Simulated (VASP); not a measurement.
Crystal: Cu.

```
Cu
1.0
     2.53410    0.00000    0.00000
    -1.26705    2.19459    0.00000
     0.00000    0.00000    4.11257
Cu
2
Cartesian
  1.2670 0.7315 3.0844
  0.0000 1.4631 1.0281
```

Base run:

* Program: VASP 6.6.1
* Functional: PBEsol
* Potentials or basis: VASP PAW PBE potentials, release 64 (Cu)
* Cutoff: 520 eV
* k mesh: 12 × 12 × 7
* Occupations: fermi-dirac, width 0.05 eV
* Spin: no spin polarisation

Its results: band gap on the k mesh zero (band 11 reaches 11.82 eV, above the bottom of band 12 at 5.89 eV); pressure -0.7 GPa.

Q: The run is repeated on the same cell with these changes: functional from PBEsol to r2SCAN. What comes out?

A: Band gap on the k mesh zero (band 11 reaches 12.01 eV, above the bottom of band 12 at 5.77 eV); pressure 1.1 GPa.

Caveats: the PAW data sets were made with another functional, which shifts forces and pressure a little.
